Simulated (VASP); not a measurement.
# Au (P6_3/mmc) in VASP: a series of runs

The runs below take Au through relaxation of cell and atoms, single point, with PBE.

The COD entry that gives the cell may itself be a prediction, so a difference from it is no test against experiment.

All numbers are computed with VASP 6.6.1; they aren't measurements. Logs are shortened: lines on timing, memory, paths and dates and some standing lists are left out, and cuts for length are marked.

**1. The cell of the first run**

Symmetry: P6_3/mmc, No. 194, hexagonal system. Conventional cell: a = 2.868 Å, b = 2.868 Å, c = 10.562 Å, α = 90.00°, β = 90.00°, γ = 120.00°. Within 3.7 Å of Au (site symmetry 3m) lie 10 Au at 2.78 to 3.00 Å.

**2. Relaxation of cell and atoms, PBE**

Contents of INCAR:

```
SYSTEM = Au
PREC = Accurate ; ENCUT = 600
EDIFF = 1E-6 ; ISMEAR = 0
SIGMA = 0.1 ; LREAL = .False.
LASPH = .True. ; NELM = 100
ALGO = Normal ; ISIF = 3
LWAVE = .False. ; LCHARG = .False.
GGA = PE ; IBRION = 2
NSW = 100 ; EDIFFG = -0.01
```

Contents of KPOINTS:

```
regular mesh
0
Gamma
  18 18 6
  0 0 0
```

Contents of POSCAR:

```
Au
1.0
    2.8678764908      0.0000000000      0.0000000000
   -1.4339382454      2.4836538960      0.0000000000
    0.0000000000      0.0000000000     10.5622071856
Au
4
Direct
    0.3333333333      0.6666666667      0.3814701726
    0.6666666667      0.3333333333      0.8814701726
    0.6666666667      0.3333333333      0.6185298274
    0.3333333333      0.6666666667      0.1185298274
```

Potentials or basis: VASP PAW PBE potentials, release 64 (Au).

Launch:

```bash
$ cat potpaw_PBE.64/Au/POTCAR > POTCAR
$ mpirun -np 1 vasp_std > vasp.out
```

OUTCAR:

```text
SYSTEM = Au
   PREC = Accurate
   ENCUT = 600
   EDIFF = 1E-6
   ISMEAR = 0
   LREAL = .False.
   LASPH = .True.
   NELM = 100
   ISIF = 3
   GGA = PE
   IBRION = 2
   NSW = 100
   EDIFFG = -0.01

 ion  position               nearest neighbor table
   1  0.333  0.667  0.381-   4 2.78   3 3.00   3 3.00   3 3.00
   2  0.667  0.333  0.881-   3 2.78   4 3.00   4 3.00   4 3.00
   3  0.667  0.333  0.619-   2 2.78   1 3.00   1 3.00   1 3.00
   4  0.333  0.667  0.119-   1 2.78   2 3.00   2 3.00   2 3.00

  LATTYP: Found a hexagonal cell.
 ALAT       =     2.8678764908
 C/A-ratio  =     3.6829365628

  Lattice vectors:

 A1 = (   2.8678764908,   0.0000000000,   0.0000000000)
 A2 = (  -1.4339382454,   2.4836538960,   0.0000000000)
 A3 = (   0.0000000000,   0.0000000000,  10.5622071856)

Analysis of symmetry for initial positions (statically):
=====================================================================
 Subroutine PRICEL returns:
 Original cell was already a primitive cell.

 Routine SETGRP: Setting up the symmetry group for a
 hexagonal supercell.

 Subroutine GETGRP returns: Found 24 space group operations
 (whereof 12 operations were pure point group operations)
 out of a pool of 24 trial point group operations.

The static configuration has the point symmetry D_3d.
 The point group associated with its full space group is D_6h.

Analysis of symmetry for dynamics (positions and initial velocities):
=====================================================================
 Subroutine PRICEL returns:
 Original cell was already a primitive cell.

 Routine SETGRP: Setting up the symmetry group for a
 hexagonal supercell.

 Subroutine GETGRP returns: Found 24 space group operations
 (whereof 12 operations were pure point group operations)
 out of a pool of 24 trial point group operations.

The dynamic configuration has the point symmetry D_3d.
 The point group associated with its full space group is D_6h.

 Subroutine INISYM returns: Found 24 space group operations
 (whereof 12 operations are pure point group operations),
 and found     1 'primitive' translations

----------------------------------------------------------------------------------------

                                     Primitive cell

  volume of cell :      75.2326

  direct lattice vectors                    reciprocal lattice vectors
     2.867876491  0.000000000  0.000000000     0.348690051  0.201316295  0.000000000
    -1.433938245  2.483653896  0.000000000     0.000000000  0.402632590  0.000000000
     0.000000000  0.000000000 10.562207186     0.000000000  0.000000000  0.094677181

  length of vectors
     2.867876491  2.867876491 10.562207186     0.402632590  0.402632590  0.094677181

  position of ions in fractional coordinates (direct lattice)
     0.333333333  0.666666667  0.381470173
     0.666666667  0.333333333  0.881470173
     0.666666667  0.333333333  0.618529827
     0.333333333  0.666666667  0.118529827

  ion indices of the primitive-cell ions
   primitive index   ion index
                 1           1
                 2           2
                 3           3
                 4           4

----------------------------------------------------------------------------------------

 KPOINTS: regular mesh

Automatic generation of k-mesh.
 Grid dimensions read from file:
 generate k-points for:   18   18    6

 Generating k-lattice:

  Cartesian coordinates                     Fractional coordinates (reciprocal lattice)
     0.019371670  0.011184239  0.000000000     0.055555556  0.000000000  0.000000000
     0.000000000  0.022368477  0.000000000     0.000000000  0.055555556  0.000000000
     0.000000000  0.000000000  0.015779530     0.000000000  0.000000000  0.166666667

  Length of vectors
     0.022368477  0.022368477  0.015779530

  Shift w.r.t. Gamma in fractional coordinates (k-lattice)
     0.000000000  0.000000000  0.000000000

 Subroutine IBZKPT returns following result:
 ===========================================

 Found    148 irreducible k-points:

 Following reciprocal coordinates:
            Coordinates               Weight
  0.000000  0.000000  0.000000      1.000000
  0.055556  0.000000  0.000000      6.000000
  0.111111  0.000000  0.000000      6.000000
  0.166667  0.000000  0.000000      6.000000
  0.222222  0.000000  0.000000      6.000000
  0.277778  0.000000  0.000000      6.000000
[... 16 lines left out ...]
  0.333333  0.111111  0.000000     12.000000
  0.388889  0.111111  0.000000     12.000000
 [... further k-points ...]
   k-points           NKPTS =    148   k-points in BZ     NKDIM =    148   number of bands    NBANDS=     26
   number of dos      NEDOS =    301   number of ions     NIONS =      4
   total plane-waves  NPLWV =  48384
   dimension x,y,z NGX =    24 NGY =   24 NGZ =   84
   dimension x,y,z NGXF=    48 NGYF=   48 NGZF=  168
   ions per type =               4
   NGX,Y,Z   is equivalent  to a cutoff of  13.91, 13.91, 13.22 a.u.
   NGXF,Y,Z  is equivalent  to a cutoff of  27.82, 27.82, 26.44 a.u.
 SYSTEM =  Au
   PREC   = accura    normal or accurate (medium, high low for compatibility)
   ISTART =      0    job   : 0-new  1-cont  2-samecut
   ICHARG =      2    charge: 1-file 2-atom 10-const
   ISPIN  =      1    spin polarized calculation?
   LNONCOLLINEAR =      F non collinear calculations
   LSORBIT =      F    spin-orbit coupling
   LASPH  =      T    aspherical Exc in radial PAW
   ENCUT  =  600.0 eV  44.10 Ry    6.64 a.u.   5.73  5.73 21.10*2*pi/ulx,y,z
   NELM   =    100;   NELMIN=  2; NELMDL= -5     # of ELM steps
   EDIFF  = 0.1E-05   stopping-criterion for ELM
   LREAL  =      F    real-space projection
   EDIFFG = -.1E-01   stopping-criterion for IOM
   NSW    =    100    number of steps for IOM
   IBRION =      2    ionic relax: 0-MD 1-quasi-New 2-CG
   NFREE  =      1    steps in history (QN), initial steepest desc. (CG)
   ISIF   =      3    stress and relaxation
   ISYM   =      2    0-nonsym 1-usesym 2-fastsym
   POTIM  = 0.5000    time-step for ionic-motion
   TEBEG  =    0.0;   TEEND  =   0.0 temperature during run
   PSTRESS=    0.0 pullay stress
   NELECT =      44.0000    total number of electrons
   NUPDOWN=      -1.0000    fix difference up-down
   EMIN   =  10.00;   EMAX   =-10.00  energy-range for DOS
   EFERMI =   0.00;   METHOD = LEGACY
   ISMEAR =     0;   SIGMA  =   0.10  broadening in eV -4-tet -1-fermi 0-gaus
   EFERMI_NEDOS =   21; number of points for ismear=-14 and -15
   IALGO  =     38    algorithm
   IMIX   =      4    mixing-type and parameters
     AMIX     =   0.40;   BMIX     =  1.00
     AMIX_MAG =   1.60;   BMIX_MAG =  1.00
  volume/ion in A,a.u.               =      18.81       126.92
  Fermi-wavevector in a.u.,A,eV,Ry     =   1.369064  2.587155 25.501882  1.874335
  Thomas-Fermi vector in A             =   2.494972
   LORBIT       =      0    0 simple, 1 ext, 2 COOP (PROOUT), +10 PAW based schemes
   GGA     = PE    functional components
   LHFCALC =     F    Hartree Fock is set to
   AEXX    =    0.0000 exact exchange contribution
   IVDW    =     0    specifies the selected vdW correction
   LEPSILON=     F    determine dielectric tensor
   LRPA    =     F    only Hartree local field effects (RPA)
 conjugate gradient relaxation of ions
 non-spin polarized calculation
 Gauss-broadening in eV      SIGMA  =   0.10
  energy-cutoff  :      600.00
  volume of cell :       75.23
 maximum number of plane-waves:      2536
 NGX is ok and might be reduce to    24

--------------------------------------- Ionic step        1  -------------------------------------------

 number of electron      44.0000010 magnetization

 Free energy of the ion-electron system (eV)
  ---------------------------------------------------
  ext. energy  EPLUGINS =         0.00000000
  ---------------------------------------------------
  free energy    TOTEN  =       -12.68304334 eV

  energy without entropy =      -12.67789628  energy(sigma->0) =      -12.68046981

------------------------ aborting loop because EDIFF is reached ----------------------------------------

  FORCE on cell =-STRESS in cart. coord.  units (eV):
  Direction    XX          YY          ZZ          XY          YZ          ZX
  --------------------------------------------------------------------------------------
  -------------------------------------------------------------------------------------
  Total       -0.7874876     -0.7874876      0.5162261      0.0000000      0.0000000      0.0000000
  in kB      -16.7705813    -16.7705813     10.9937122      0.0000000      0.0000000      0.0000000
  external PRESSURE =      -7.5158168 kB  Pullay stress =       0.0000000 kB
[... 289 lines left out ...]
  energy  without entropy=      -12.6860716097  energy(sigma->0) =      -12.68855337

--------------------------------------- Ionic step        9  -------------------------------------------

 number of electron      44.0000003 magnetization

 Free energy of the ion-electron system (eV)
  ---------------------------------------------------
  ext. energy  EPLUGINS =         0.00000000
  ---------------------------------------------------
  free energy    TOTEN  =       -12.69107102 eV

  energy without entropy =      -12.68608503  energy(sigma->0) =      -12.68857802

 E-fermi :   7.9353     XC(G=0): -12.1068

 val. band max:        7.9234363247   @ k =   0.2222   0.2222   0.0000
 cond. band min:       7.9575651814   @ k =   0.1111   0.0556   0.1667
 fundamental gap:      0.0341288567
 Fermi energy:         7.9352870098

 k-point     1 :       0.0000    0.0000    0.0000
  band No.  band energies     occupation
      1      -0.9881      2.00000
      2       0.0113      2.00000
      3       0.4037      2.00000
      4       1.0681      2.00000
      5       2.5196      2.00000
      6       2.9616      2.00000
[... 685 lines left out ...]
     25      11.9755      0.00000
     26      12.0972      0.00000

 [... further k-points ...]

------------------------ aborting loop because EDIFF is reached ----------------------------------------

  FORCE on cell =-STRESS in cart. coord.  units (eV):
  Direction    XX          YY          ZZ          XY          YZ          ZX
  --------------------------------------------------------------------------------------
  -------------------------------------------------------------------------------------
  Total       -0.0001438     -0.0001438     -0.0049447      0.0000000      0.0000000     -0.0000000
  in kB       -0.0030732     -0.0030732     -0.1057099      0.0000000      0.0000000     -0.0000000
  external PRESSURE =      -0.0372855 kB  Pullay stress =       0.0000000 kB
[... 19 lines left out ...]
  FREE ENERGIE OF THE ION-ELECTRON SYSTEM (eV)
  ---------------------------------------------------
  free  energy   TOTEN  =       -12.6910710178 eV

  energy  without entropy=      -12.6860850267  energy(sigma->0) =      -12.68857802

 reached required accuracy - stopping structural energy minimisation
```

It took 19 min on 1 thread of Intel Xeon Platinum 8259CL at 2.50GHz (Skylake/Cascade Lake), shared host; peak memory 0.41 GiB.

Results:

```
Free energy                            : -12.6911 eV
Relaxed volume                         : 18.74 Å³/atom
Relaxed cell                           : a = 2.848 Å, b = 2.848 Å, c = 10.670 Å, α = 90.00°, β = 90.00°, γ = 120.00°
Space group after relaxing (to 0.05 Å) : P6_3/mmc (No. 194)
Energy gained by relaxing              : 2.0 meV/atom
Ionic steps                            : 9
Pressure after relaxing                : 0.0 GPa
Band gap on the k mesh                 : zero (band 22 reaches 10.81 eV, above the bottom of band 23 at 5.85 eV)
```

The path:
| step | energy change (eV) | largest force (eV/Å) | pressure (GPa) | volume (Å³) |
| --- | --- | --- | --- | --- |
| 1 | 0.0000 | 0.0356 | -0.75 | 75.23 |
| 2 | -0.0052 | 0.0495 | 1.20 | 74.27 |
| 3 | -0.0065 | 0.0247 | 0.56 | 74.56 |
| 4 | -0.0078 | 0.0281 | -0.19 | 75.06 |
| 5 | -0.0079 | 0.0279 | 0.00 | 74.96 |
| 6 | -0.0079 | 0.0281 | -0.06 | 74.98 |
| 7 | -0.0079 | 0.0282 | -0.05 | 74.97 |
| 8 | -0.0080 | 0.0143 | -0.03 | 74.96 |
| 9 | -0.0080 | 0.0012 | 0.00 | 74.94 |

Final structure:
```xyz
4
Lattice="2.8478 0.0000 0.0000 -1.4239 2.4663 0.0000 0.0000 0.0000 10.6705" Properties=species:S:1:pos:R:3 pbc="T T T"
Au    0.0000    1.6442    4.0683
Au    1.4239    0.8221    9.4035
Au    1.4239    0.8221    6.6022
Au    0.0000    1.6442    1.2670
```

Caveat: spin-orbit coupling is left out, which moves the levels of the heavy elements.

**3. Single point, PBE**

This run uses another cell than the first one: it holds 8 atoms, not 4.

Contents of INCAR:

```
SYSTEM = Au
ALGO = Normal ; EDIFF = 1E-6
ENCUT = 520 ; GGA = PE
ISIF = 2 ; ISMEAR = 0
LASPH = .TRUE. ; LCHARG = .FALSE.
LREAL = .FALSE. ; LWAVE = .FALSE.
NBANDS = 54 ; NELM = 100
PREC = Accurate ; SIGMA = 0.1
```

Contents of KPOINTS:

```
k-points
0
G
  6 6 2
  0 0 0
```

Contents of POSCAR:

```
Au
1.0
    2.8197671607      0.0000000000      0.0000000000
   -1.4098835803      2.4419899939      0.0000000000
    0.0000000000      0.0000000000     21.7849579946
Au
8
Direct
    0.0000000000      0.0000000000      0.0651342856
    0.0000000000      0.0000000000      0.5651342856
    0.0000000000      0.0000000000      0.4348657144
    0.0000000000      0.0000000000      0.9348657144
    0.3333333333      0.6666666667      0.1850097438
    0.6666666667      0.3333333333      0.6850097438
    0.3333333333      0.6666666667      0.3149902562
    0.6666666667      0.3333333333      0.8149902562
```

Potentials or basis: VASP PAW PBE potentials, release 64 (Au).

Launch:

```bash
$ cat potpaw_PBE.64/Au/POTCAR > POTCAR
$ mpirun -np 1 vasp_std > vasp.out
```

It took 58 s on 1 thread of AMD EPYC 9R45 (Zen 5), shared host; peak memory 0.28 GiB.

The run converged. Its results:

* Free energy: -25.1925 eV
* Pressure: 0.0 GPa
* Largest force: 0.009 eV/Å
* Band gap on the k mesh: zero (band 44 reaches 10.96 eV, above the bottom of band 45 at 5.83 eV)

Forces in eV/Å, atoms in the order of the input:
```
Au   0.000  0.000 -0.009
Au   0.000  0.000 -0.009
Au   0.000  0.000  0.009
Au   0.000  0.000  0.009
Au   0.000  0.000  0.009
Au   0.000  0.000  0.009
Au   0.000  0.000 -0.009
Au   0.000  0.000 -0.009
```

Stress tensor (GPa, compression positive):
```
 0.00  0.00  0.00
 0.00  0.00  0.00
 0.00  0.00 -0.12
```

Levels at points of the mesh, in eV from the Fermi level:
| k point | band 43 | band 44 | band 45 | band 46 | band 47 | band 48 | band 49 | band 50 |
| --- | --- | --- | --- | --- | --- | --- | --- | --- |
| (0.00, 0.00, 0.00) | -2.47 | -2.46 | -2.46 | -2.32 | -2.32 | -1.65 | 0.69 | 3.15 |
| (0.50, 0.00, 0.00) | 0.20 | 0.71 | 1.45 | 1.81 | 1.86 | 2.02 | 2.79 | 2.80 |
| (0.00, 0.00, 0.50) | -2.36 | -2.36 | -2.36 | -2.36 | -2.34 | -2.34 | 1.56 | 1.56 |
| (0.50, 0.00, 0.50) | 0.47 | 0.47 | 1.61 | 1.61 | 1.97 | 1.97 | 2.82 | 2.82 |

Caveat: the k points lie up to 0.43 Å⁻¹ apart; spin-orbit coupling is left out, which moves the levels of the heavy elements.

**4. Relaxation of cell and atoms, PBE**

This run uses another cell than the first one: it holds 8 atoms, not 4.

Contents of INCAR:

```
ALGO = Normal ; EDIFF = 1E-7
EDIFFG = -0.04 ; ENCUT = 600
GGA = PE ; IBRION = 2
ISIF = 3 ; ISMEAR = 0
LASPH = True ; LCHARG = False
LREAL = False ; LWAVE = False
NELM = 100 ; NSW = 90
PREC = Accurate ; SIGMA = 0.1
```

Contents of KPOINTS:

```
k-points
0
Gamma
  6 6 2
```

Contents of POSCAR:

```
Au
1.0
    3.5805323787      0.0000000000      0.0000000000
   -1.7902661893      3.1008319990      0.0000000000
    0.0000000000      0.0000000000     11.6939125254
Au
8
Direct
    0.0000000000      0.0000000000      0.0937500000
    0.0000000000      0.0000000000      0.5937500000
    0.0000000000      0.0000000000      0.4062500000
    0.0000000000      0.0000000000      0.9062500000
    0.3333333333      0.6666666667      0.1562500000
    0.6666666667      0.3333333333      0.6562500000
    0.3333333333      0.6666666667      0.3437500000
    0.6666666667      0.3333333333      0.8437500000
```

Launch:

```bash
$ cat potpaw_PBE.64/Au/POTCAR > POTCAR
$ mpirun -np 1 vasp_std > vasp.out
```

It took 49 min on 1 thread of AMD EPYC 9R45 (Zen 5), shared host; peak memory 0.31 GiB.

Results (log left out):

| Item | Value |
| --- | --- |
| Free energy | -24.7072 eV |
| Relaxed volume | 18.37 Å³/atom |
| Relaxed cell | a = 2.851 Å, b = 2.851 Å, c = 20.883 Å, α = 90.00°, β = 90.00°, γ = 120.00° |
| Space group after relaxing (to 0.05 Å) | P6_3/mmc (No. 194) |
| Energy gained by relaxing | 4062.6 meV/atom |
| Ionic steps | 54 |
| Pressure after relaxing | -0.2 GPa |
| Largest force after relaxing | 0.031 eV/Å |
| Band gap on the k mesh | zero (band 44 reaches 10.96 eV, above the bottom of band 45 at 6.12 eV) |

Forces in eV/Å, atoms in the order of the input:
```
Au   0.000  0.000  0.020
Au   0.000  0.000  0.020
Au   0.000  0.000 -0.020
Au   0.000  0.000 -0.020
Au   0.000  0.000 -0.031
Au   0.000  0.000 -0.031
Au   0.000  0.000  0.031
Au   0.000  0.000  0.031
```

Step by step:
```csv
step,energy change (eV),largest force (eV/Å),pressure (GPa),volume (Å³)
1,0.0000,0.4137,158.11,129.83
3,-25.8337,0.0279,-6.81,303.80
5,-26.9010,0.3385,11.28,203.18
7,-27.8177,0.1970,0.63,231.23
9,-27.8369,0.0225,-0.13,234.15
11,-27.8382,0.0457,0.03,233.45
13,-27.8391,0.0459,0.19,232.80
15,-27.8452,0.0536,0.21,232.60
17,-27.8672,0.1376,0.10,231.56
19,-27.7179,1.9277,-2.51,224.03
21,-27.8752,0.6948,-0.78,229.26
23,-27.8763,0.7069,-0.84,229.19
25,-27.8800,0.7591,-1.06,228.87
27,-27.8872,0.8322,-1.39,228.26
29,-27.9284,0.7717,-1.68,226.72
31,-28.0964,0.6506,-3.06,219.95
33,-30.0723,1.0324,-10.89,184.74
35,-29.8559,1.8421,-9.72,181.99
37,-30.5494,2.0273,-8.76,169.15
39,-30.7520,2.1585,-7.38,163.15
41,-30.7263,2.0639,-8.12,164.26
43,-30.7719,2.0259,-8.07,163.33
45,-31.0955,1.8745,-7.45,161.03
47,-32.0828,1.2335,-3.40,152.06
49,-32.4209,0.5475,2.70,144.77
51,-32.4759,0.2684,1.79,145.36
53,-32.5004,0.0478,-0.32,147.12
54,-32.5008,0.0311,-0.17,146.97
```

Final structure:
```
Au
1.0
     2.85073    0.00000    0.00000
    -1.42536    2.46880    0.00000
     0.00000    0.00000   20.88300
Au
8
Direct
  0.00000 0.00000 0.06564
  0.00000 0.00000 0.56564
  0.00000 0.00000 0.43436
  0.00000 0.00000 0.93436
  0.33333 0.66667 0.18455
  0.66667 0.33333 0.68455
  0.33333 0.66667 0.31545
  0.66667 0.33333 0.81545
```

Levels at points of the mesh, in eV from the Fermi level:
```tsv
k point	band 43	band 44	band 45	band 46	band 47	band 48	band 49	band 50
(0.00, 0.00, 0.00)	-2.29	-2.29	-2.29	-2.10	-2.10	-1.31	1.60	4.16
(0.50, 0.00, 0.00)	0.31	0.83	1.67	1.97	2.00	2.12	2.69	2.70
(0.00, 0.00, 0.50)	-2.14	-2.14	-2.14	-2.14	-1.99	-1.99	2.48	2.48
(0.50, 0.00, 0.50)	0.59	0.59	1.80	1.80	2.09	2.09	2.72	2.72
```

Caveat: spin-orbit coupling is left out, which moves the levels of the heavy elements.

**5. Summary**

```tsv
task	cell	k mesh	cutoff (eV)	gap on the mesh (eV)	pressure (GPa)	relaxed volume (Å³/atom)	largest force (eV/Å)
relaxation of cell and atoms	relaxed from a = 2.868, b = 2.868, c = 10.562 Å, angles 90.0, 90.0, 120.0°, 4 atoms	18 × 18 × 6	600	none	0.0	18.74	-
single point	a = 2.820, b = 2.820, c = 21.785 Å, angles 90.0, 90.0, 120.0°, 8 atoms	6 × 6 × 2	520	none	0.0	-	0.01
relaxation of cell and atoms	relaxed from a = 3.581, b = 3.581, c = 11.694 Å, angles 90.0, 90.0, 120.0°, 8 atoms	6 × 6 × 2	600	none	-0.2	18.37	0.03
```

Alike in all rows: level PBE; potentials or basis VASP PAW PBE potentials, release 64 (Au); no spin polarisation; smearing gaussian 0.1 eV.

Caveats: some runs use coarse meshes; spin-orbit coupling is left out, which moves the levels of the heavy elements.

Absolute energies hang on the potentials; compare differences alone.
